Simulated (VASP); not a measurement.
# BAs in VASP: further runs, part 2 of 2

VASP 6.6.1.

**4. Single point, PBEsol**

INCAR reads:

```
  PREC = Accurate
  ENCUT = 520
  EDIFF = 1E-6
  ISMEAR = 0
  SIGMA = 0.05
  LREAL = False
  LASPH = True
  NELM = 100
  ALGO = Normal
  ISIF = 2
  LWAVE = False
  LCHARG = False
  LDIPOL = True
  IDIPOL = 3
  DIPOL = 0.5 0.5 0.501
  GGA = PS
  NBANDS = 36
  ISYM = 0
```

KPOINTS reads:

```
regular mesh
0
Gamma
  5 9 1
```

POSCAR reads:

```
BAs
1.0
    6.7427946240      0.0000000000      0.0000000000
   -1.6856986560      2.9197157185      0.0000000000
    0.0000000000      0.0000000000     21.1936523510
As B
6 6
Direct
    0.5000000000      0.0000000000      0.3538795426
    0.0000000000      0.0000000000      0.3538795426
    0.6659690418      0.6658635508      0.4869557644
    0.1659690418      0.6658635508      0.4869557644
    0.8334102577      0.3344459658      0.6225846656
    0.3334102577      0.3344459658      0.6225846656
    0.1666666667      0.6666666667      0.3863507554
    0.6666666667      0.6666666667      0.3863507554
    0.3326145503      0.3325080236      0.5171504176
    0.8326145503      0.3325080236      0.5171504176
    0.5002082594      0.0014817401      0.6412638159
    0.0002082594      0.0014817401      0.6412638159
```

Potentials or basis: VASP PAW PBE potentials, release 64 (As, B).

The run is started by

```
cat potpaw_PBE.64/As/POTCAR potpaw_PBE.64/B/POTCAR > POTCAR
mpirun -np 1 vasp_std > vasp.out
```

OUTCAR:

```text
PREC = Accurate
   ENCUT = 520
   EDIFF = 1E-6
   ISMEAR = 0
   LREAL = False
   LASPH = True
   NELM = 100
   ISIF = 2
   GGA = PS
   ISYM = 0

 ion  position               nearest neighbor table
   1  0.500  0.000  0.354-   7 2.06   8 2.06   8 2.06
   2  0.000  0.000  0.354-   8 2.06   7 2.06   7 2.06
   3  0.666  0.666  0.487-  10 2.05  10 2.05   9 2.05   8 2.13
   4  0.166  0.666  0.487-   9 2.05   9 2.05  10 2.05   7 2.13
   5  0.833  0.334  0.623-  11 1.99  12 1.99  12 1.99  10 2.23
   6  0.333  0.334  0.623-  12 1.99  11 1.99  11 1.99   9 2.23
   7  0.167  0.667  0.386-   1 2.06   2 2.06   2 2.06   4 2.13
   8  0.667  0.667  0.386-   2 2.06   1 2.06   1 2.06   3 2.13
   9  0.333  0.333  0.517-   4 2.05   4 2.05   3 2.05   6 2.23
  10  0.833  0.333  0.517-   3 2.05   3 2.05   4 2.05   5 2.23
  11  0.500  0.001  0.641-   5 1.99   6 1.99   6 1.99
  12  0.000  0.001  0.641-   6 1.99   5 1.99   5 1.99

IMPORTANT INFORMATION: All symmetrisations will be switched off!
NOSYMM: (Re-)initialisation of all symmetry stuff for point group C_1.

----------------------------------------------------------------------------------------

                                     Primitive cell

  volume of cell :     417.2404

  direct lattice vectors                    reciprocal lattice vectors
     6.742794624  0.000000000  0.000000000     0.148306460  0.085624774  0.000000000
    -1.685698656  2.919715719  0.000000000     0.000000000  0.342499098  0.000000000
     0.000000000  0.000000000 21.193652351     0.000000000  0.000000000  0.047183939

  length of vectors
     6.742794624  3.371397312 21.193652351     0.171249549  0.342499098  0.047183939

  position of ions in fractional coordinates (direct lattice)
     0.500000000  0.000000000  0.353879543
     0.000000000  0.000000000  0.353879543
     0.665969042  0.665863551  0.486955764
     0.165969042  0.665863551  0.486955764
     0.833410258  0.334445966  0.622584666
     0.333410258  0.334445966  0.622584666
     0.166666667  0.666666667  0.386350755
     0.666666667  0.666666667  0.386350755
     0.332614550  0.332508024  0.517150418
     0.832614550  0.332508024  0.517150418
     0.500208259  0.001481740  0.641263816
     0.000208259  0.001481740  0.641263816

  ion indices of the primitive-cell ions
   primitive index   ion index
                 1           1
                 2           2
                 3           3
                 4           4
                 5           5
                 6           6
                 7           7
                 8           8
                 9           9
                10          10
                11          11
                12          12

----------------------------------------------------------------------------------------

 KPOINTS: regular mesh

Automatic generation of k-mesh.
 Grid dimensions read from file:
 generate k-points for:    5    9    1

 Generating k-lattice:

  Cartesian coordinates                     Fractional coordinates (reciprocal lattice)
     0.029661292  0.017124955  0.000000000     0.200000000  0.000000000  0.000000000
     0.000000000  0.038055455  0.000000000     0.000000000  0.111111111  0.000000000
     0.000000000  0.000000000  0.047183939     0.000000000  0.000000000  1.000000000

  Length of vectors
     0.034249910  0.038055455  0.047183939

[... 64 lines left out ...]
   PREC   = accura    normal or accurate (medium, high low for compatibility)
   ISTART =      0    job   : 0-new  1-cont  2-samecut
   ICHARG =      2    charge: 1-file 2-atom 10-const
   ISPIN  =      1    spin polarized calculation?
   LNONCOLLINEAR =      F non collinear calculations
   LSORBIT =      F    spin-orbit coupling
   LASPH  =      T    aspherical Exc in radial PAW
   ENCUT  =  520.0 eV  38.22 Ry    6.18 a.u.  12.54  6.27 39.41*2*pi/ulx,y,z
   NELM   =    100;   NELMIN=  2; NELMDL= -5     # of ELM steps
   EDIFF  = 0.1E-05   stopping-criterion for ELM
   LREAL  =      F    real-space projection
   EDIFFG = 0.1E-04   stopping-criterion for IOM
   NSW    =      0    number of steps for IOM
   IBRION =     -1    ionic relax: 0-MD 1-quasi-New 2-CG
   NFREE  =      0    steps in history (QN), initial steepest desc. (CG)
   ISIF   =      2    stress and relaxation
   ISYM   =      0    0-nonsym 1-usesym 2-fastsym
   POTIM  = 0.5000    time-step for ionic-motion
   TEBEG  =    0.0;   TEEND  =   0.0 temperature during run
   PSTRESS=    0.0 pullay stress
   NELECT =      48.0000    total number of electrons
   NUPDOWN=      -1.0000    fix difference up-down
   EMIN   =  10.00;   EMAX   =-10.00  energy-range for DOS
   EFERMI =   0.00;   METHOD = LEGACY
   ISMEAR =     0;   SIGMA  =   0.05  broadening in eV -4-tet -1-fermi 0-gaus
   EFERMI_NEDOS =   21; number of points for ismear=-14 and -15
   IALGO  =     38    algorithm
   IMIX   =      4    mixing-type and parameters
     AMIX     =   0.40;   BMIX     =  1.00
     AMIX_MAG =   1.60;   BMIX_MAG =  1.00
  volume/ion in A,a.u.               =      34.77       234.64
  Fermi-wavevector in a.u.,A,eV,Ry     =   0.796208  1.504615  8.625373  0.633947
  Thomas-Fermi vector in A             =   1.902686
   LORBIT       =      0    0 simple, 1 ext, 2 COOP (PROOUT), +10 PAW based schemes
   GGA     = PS    functional components
   LHFCALC =     F    Hartree Fock is set to
   AEXX    =    0.0000 exact exchange contribution
   IVDW    =     0    specifies the selected vdW correction
   LEPSILON=     F    determine dielectric tensor
   LRPA    =     F    only Hartree local field effects (RPA)
 non-spin polarized calculation
 Gauss-broadening in eV      SIGMA  =   0.05
  energy-cutoff  :      520.00
  volume of cell :      417.24
 maximum number of plane-waves:     11279
 NGX is ok and might be reduce to    50
   NGX = 25   NGY = 13   NGZ = 79

 dipolmoment           0.000000      0.000000      0.128390 electrons x Angstroem

 number of electron      48.0000000 magnetization

 dipolmoment           0.000000      0.000000     -0.143571 electrons x Angstroem

 Free energy of the ion-electron system (eV)
  ---------------------------------------------------
  ext. energy  EPLUGINS =         0.00000000
  ---------------------------------------------------
  free energy    TOTEN  =       -68.23390920 eV

  energy without entropy =      -68.22935762  energy(sigma->0) =      -68.23163341

 E-fermi :  -0.7877     XC(G=0):  -4.9418

 val. band max:       -0.8552053701   @ k =   0.2000   0.0000   0.0000
 cond. band min:      -0.7862998395   @ k =  -0.2000   0.2222   0.0000
 fundamental gap:      0.0689055306
 Fermi energy:        -0.7876931894

 k-point     1 :       0.0000    0.0000    0.0000
  band No.  band energies     occupation
      1     -15.9951      2.00000
      2     -14.8516      2.00000
      3     -13.4040      2.00000
      4     -13.2863      2.00000
      5     -12.5932      2.00000
      6     -11.0765      2.00000
[... 886 lines left out ...]
     35       4.2533      0.00000
     36       4.5355      0.00000

------------------------ aborting loop because EDIFF is reached ----------------------------------------

 vacuum level on the upper side and lower side of the slab       (xc-potential included)        -0.764         0.560

  FORCE on cell =-STRESS in cart. coord.  units (eV):
  Direction    XX          YY          ZZ          XY          YZ          ZX
  --------------------------------------------------------------------------------------
  -------------------------------------------------------------------------------------
  Total       -0.8690325     -0.8649706      0.0837230      0.0175048      0.0039645      0.0162742
  in kB       -3.3370316     -3.3214338      0.3214913      0.0672175      0.0152234      0.0624919
  external PRESSURE =      -2.1123247 kB  Pullay stress =       0.0000000 kB

 VOLUME and BASIS-vectors are now :
 -----------------------------------------------------------------------------
  energy-cutoff  :      520.00
  volume of cell :      417.24
      direct lattice vectors                 reciprocal lattice vectors
     6.742794624  0.000000000  0.000000000     0.148306460  0.085624774  0.000000000
    -1.685698656  2.919715719  0.000000000     0.000000000  0.342499098  0.000000000
     0.000000000  0.000000000 21.193652351     0.000000000  0.000000000  0.047183939

 POSITION                                       TOTAL-FORCE (eV/Angst)
 -----------------------------------------------------------------------------------
      3.37140      0.00000      7.50000        -0.004905     -0.002494      0.194711
      0.00000      0.00000      7.50000        -0.004905     -0.002494      0.194710
      3.36805      1.94413     10.32037         0.000793     -0.000446     -0.017502
     -0.00335      1.94413     10.32037         0.000793     -0.000446     -0.017502
      5.05574      0.97649     13.19484         0.002430      0.007772     -0.012258
      1.68434      0.97649     13.19484         0.002431      0.007772     -0.012257
      0.00000      1.94648      8.18818         0.001903      0.000990     -0.232076
      3.37140      1.94648      8.18818         0.001904      0.000991     -0.232077
      1.68224      0.97083     10.96031         0.003010      0.002361      0.028578
      5.05364      0.97083     10.96031         0.003010      0.002361      0.028578
      3.37030      0.00433     13.59072        -0.003231     -0.008183      0.038547
     -0.00109      0.00433     13.59072        -0.003231     -0.008183      0.038547
 -----------------------------------------------------------------------------------
    total drift:                                0.000035     -0.000004      0.000229

  FREE ENERGIE OF THE ION-ELECTRON SYSTEM (eV)
  ---------------------------------------------------
  free  energy   TOTEN  =       -68.2339091988 eV

  energy  without entropy=      -68.2293576234  energy(sigma->0) =      -68.23163341

 vacuum level on the upper side and lower side of the slab         3.532         4.914
```

Run time: 16 min. Hardware: 1 thread of Intel Xeon 6975P-C, shared host; peak memory 0.65 GiB.

Results:

```yaml
Free_energy: -68.2339 eV
Largest_force: 0.232 eV/Å
Band_gap_on_the_k_mesh: zero (band 24 reaches -0.59 eV, above the bottom of band 25 at -0.79 eV)
```

Forces in eV/Å, atoms in the order of the input:
```
As  -0.005 -0.002  0.195
As  -0.005 -0.002  0.195
As   0.001  0.000 -0.018
As   0.001  0.000 -0.018
As   0.002  0.008 -0.012
As   0.002  0.008 -0.012
B    0.002  0.001 -0.232
B    0.002  0.001 -0.232
B    0.003  0.002  0.029
B    0.003  0.002  0.029
B   -0.003 -0.008  0.039
B   -0.003 -0.008  0.039
```

Caveat: the PAW data sets were made with another functional, which shifts forces and pressure a little.
